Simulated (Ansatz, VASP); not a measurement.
# LiBr: VASP beside Ansatz

INCAR

```
PREC = Accurate
ENCUT = 750
EDIFF = 1E-6
ISMEAR = -1
SIGMA = 0.001
LREAL = False
LASPH = True
NELM = 120
ALGO = Normal
ISIF = 2
LWAVE = False
LCHARG = False
GGA = PE
NBANDS = 12
GGA_COMPAT = False
```

KPOINTS

```
Automatic mesh
0
Gamma
  6 6 6
```

The input POSCAR:

```
LiBr
1.0
    0.0000000000      2.7395485816      2.7395485816
    2.7395485816      0.0000000000      2.7395485816
    2.7395485816      2.7395485816      0.0000000000
Li Br
1 1
Direct
    0.0000000000      0.0000000000      0.0000000000
    0.5000000000      0.5000000000      0.5000000000
```

Input for Ansatz:

```yaml
crystal:
  lattice:
    - [0.0, 2.7395485816, 2.7395485816]
    - [2.7395485816, 0.0, 2.7395485816]
    - [2.7395485816, 2.7395485816, 0.0]
  atoms:
    - { symbol: Li, position: [0.0, 0.0, 0.0] }
    - { symbol: Br, position: [0.5, 0.5, 0.5] }
kpoints:
  mp_grid: { grid: [6, 6, 6] }
hamiltonian:
  xc: pbe
scf:
  occupations: { method: fermi_dirac, width: 0.001 }
  n_extra_bands: 4
output:
  forces: true
  stress: true
  eigenvalues: true
```

Alike in both runs: task single point; functional PBE; k mesh 6 × 6 × 6; occupations fermi-dirac, width 0.001 eV; no spin polarisation.

|  | VASP | Ansatz |
| --- | --- | --- |
| version | VASP 6.6.1 | Ansatz 0.2.0 |
| potentials or method | VASP PAW PBE potentials, release 64 (Li_sv, Br) | plane waves |
| plane-wave cutoff (eV) | 750 | 420 |
| valence electrons in the cell | 10 | 10 |

Ansatz gave:

| Quantity | Value |
| --- | --- |
| gap on the k mesh at the Fermi level (eV) | 4.99 |
| pressure (GPa) | 0.5 |

Estimate VASP's values.

gap on the k mesh at the Fermi level (eV): 4.99; pressure (GPa): 0.4.

The functional is the same, so the differences come from potentials, cutoffs and numerics.
